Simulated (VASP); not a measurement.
Input of a VASP 6.6.1 run:

The input INCAR:

```
SYSTEM = Zn
PREC = Accurate ; ENCUT = 520
EDIFF = 1E-6 ; ISMEAR = -1
SIGMA = 0.03 ; LREAL = .False.
LASPH = .True. ; NELM = 100
ALGO = Normal ; ISIF = 2
LWAVE = .False. ; LCHARG = .True.
GGA = PS ; LELF = .True.
LVHAR = .True. ; NBANDS = 19
```

The input KPOINTS:

```
Automatic mesh
0
Gamma
  18 18 8
  0 0 0
```

File POSCAR:

```
Zn
1.0
    2.6196232574      0.0000000000      0.0000000000
   -1.3098116287      2.2686602892      0.0000000000
    0.0000000000      0.0000000000      4.8628414268
Zn
2
Direct
    0.3333333333      0.6666666667      0.2500000000
    0.6666666667      0.3333333333      0.7500000000
```

Potentials or basis: VASP PAW PBE potentials, release 64 (Zn).

Run with:

```bash
$ cat potpaw_PBE.64/Zn/POTCAR > POTCAR
$ mpirun -np 1 vasp_std > vasp.out
```

**Question.** What does it give for the pressure?

**Answer.** -1.2 GPa.

**Question.** Estimate the band gap on the k mesh.

**Answer.** Zero (bands 12 and 13 overlap by 4.64 eV).

Stress tensor (GPa, compression positive):
```
-1.46  0.00  0.00
 0.00 -1.46  0.00
 0.00  0.00 -0.73
```

Caveat: the PAW data sets were made with another functional, which shifts forces and pressure a little.
